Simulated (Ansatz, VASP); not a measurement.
# Two plane-wave programs on Al3Ni2

```
Al Ni
1.0
     4.10322    0.00000    0.00000
    -2.05161    3.55349    0.00000
     0.00000    0.00000    4.85946
Al Ni
3 2
Direct
  0.00000 0.00000 0.00000
  0.33333 0.66667 0.64778
  0.66667 0.33333 0.35222
  0.33333 0.66667 0.14557
  0.66667 0.33333 0.85443
```

Change from the starting cell: strain +0.0250 x Voigt [1, 1, 0, 0, 0, 0], atoms carried along.

Alike in both runs: task single point; functional PBEsol; k mesh 12 × 12 × 10; occupations gaussian, width 0.15 eV; no spin polarisation.

|  | VASP | Ansatz |
| --- | --- | --- |
| version | VASP 6.6.1 | Ansatz 0.2.0 |
| potentials or method | VASP PAW PBE potentials, release 64 (Al, Ni), cutoff 520 eV | scalar-relativistic, plane waves, PAW |
| valence electrons in the cell | 29 | 45 |

```csv
,VASP,Ansatz,Ansatz less VASP
gap on the k mesh at the Fermi level (eV),none,none,-
pressure (GPa),-6.0,-6.1,-0.15
"traceless stress, the component that is largest in VASP (GPa)",3.09,3.08,-0.009
rms of the force components (eV/Å),0.028,0.032,+0.0039
```

VASP's potentials were made for PBE, not for PBEsol. Atom by atom the forces differ by 0.005 eV/Å (rms over components). A gap of «none» marks a metal or a gap that the smearing closes. VASP's potentials hold 29 valence electrons a cell and Ansatz's 45, so a difference there can come from the potentials and not from the codes.
